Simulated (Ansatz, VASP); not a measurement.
# Two plane-wave programs on BaTiO3

```
Ba Ti O
1.0
     4.06367    0.00000    0.00000
     0.00000    2.89254    2.90095
     0.00000   -2.89254    2.90095
Ba Ti O
1 1 3
Direct
  0.00000 0.00000 0.00000
  0.50000 0.51240 0.51240
  0.00000 0.48740 0.48740
  0.50000 0.50524 0.99184
  0.50000 0.99184 0.50524
```

Alike in both runs: task single point; functional PBEsol; k mesh 6 × 6 × 6; no spin polarisation.

```csv
,VASP,Ansatz
version,VASP 6.6.1,Ansatz 0.2.0
potentials or method,"VASP PAW PBE potentials, release 64 (Ba_sv, Ti_sv, O), cutoff 520 eV","plane waves, PAW"
occupations,"gaussian, width 0.01 eV",fixed
valence electrons in the cell,40,40
```

VASP gave:

```
pressure (GPa)                                                : -10.7
traceless stress, the component that is largest in VASP (GPa) : -0.32
```

What did Ansatz give for the same quantities?

Pressure (GPa): -12.1; traceless stress, the component that is largest in VASP (GPa): -0.32.

VASP's potentials were made for PBE, not for PBEsol.

Neither program's run includes spin-orbit coupling.
